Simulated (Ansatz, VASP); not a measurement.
# Two plane-wave programs on Co

File INCAR:

```
SYSTEM = Co
PREC = Accurate ; ENCUT = 520
EDIFF = 1E-6 ; ISMEAR = -1
SIGMA = 0.05 ; LREAL = .False.
LASPH = .True. ; NELM = 150
ALGO = Normal ; ISIF = 2
LWAVE = .False. ; LCHARG = .False.
ISPIN = 2 ; MAGMOM = 1.826
LORBIT = 11 ; LMAXMIX = 4
GGA = B5 ; ALDAX = 1.0
AGGAX = 1.0 ; AGGAC = 1.0
ALDAC = 0.0 ; NBANDS = 14
```

KPOINTS

```
Automatic mesh
0
Gamma
  25 25 25
  0 0 0
```

POSCAR

```
Co
1.0
   -1.4268113961      1.4268113961      1.4268113961
    1.4268113961     -1.4268113961      1.4268113961
    1.4268113961      1.4268113961     -1.4268113961
Co
1
Direct
    0.0000000000      0.0000000000      0.0000000000
```

Input for Ansatz:

```yaml
crystal:
  lattice:
    - [-1.4268113961, 1.4268113961, 1.4268113961]
    - [1.4268113961, -1.4268113961, 1.4268113961]
    - [1.4268113961, 1.4268113961, -1.4268113961]
  atoms:
    - { symbol: Co, position: [0.0, 0.0, 0.0], spin: 1.826 }
hamiltonian:
  xc: blyp
  pseudopotentials:
    kind: paw
    azcp:
      Co: "pseudopotentials/Co.paw.azcp"
basis:
  ecutwfc: 420
  fft_grid_basis: typed
kpoints:
  mp_grid: { grid: [25, 25, 25], shift: [0, 0, 0] }
magnetization:
  spin_polarized: true
scf:
  occupations: { method: fermi_dirac, width: 0.05 }
```

Alike in both runs: task single point; functional BLYP; k mesh 25 × 25 × 25; occupations fermi-dirac, width 0.05 eV; collinear spin.

|  | VASP | Ansatz |
| --- | --- | --- |
| version | VASP 6.6.1 | Ansatz 0.2.0 |
| potentials or method | VASP PAW PBE potentials, release 64 (Co), cutoff 520 eV | plane waves (420 eV) with PAW, scalar-relativistic |
| valence electrons in the cell | 9 | 17 |

|  | VASP | Ansatz | Ansatz less VASP |
| --- | --- | --- | --- |
| net moment per atom (μB) | 1.73 | 1.75 | +0.022 |
| size of the moment on the site where the two differ most (μB) | 1.75 | 1.82 | +0.063 |

VASP's potentials were made for PBE, not for BLYP. Site moments also hang on the region over which each program counts them. With one functional, cell and mesh, what is left measures potentials, basis and numerics. VASP's potentials hold 9 valence electrons a cell and Ansatz's 17, so a difference there can come from the potentials and not from the codes.
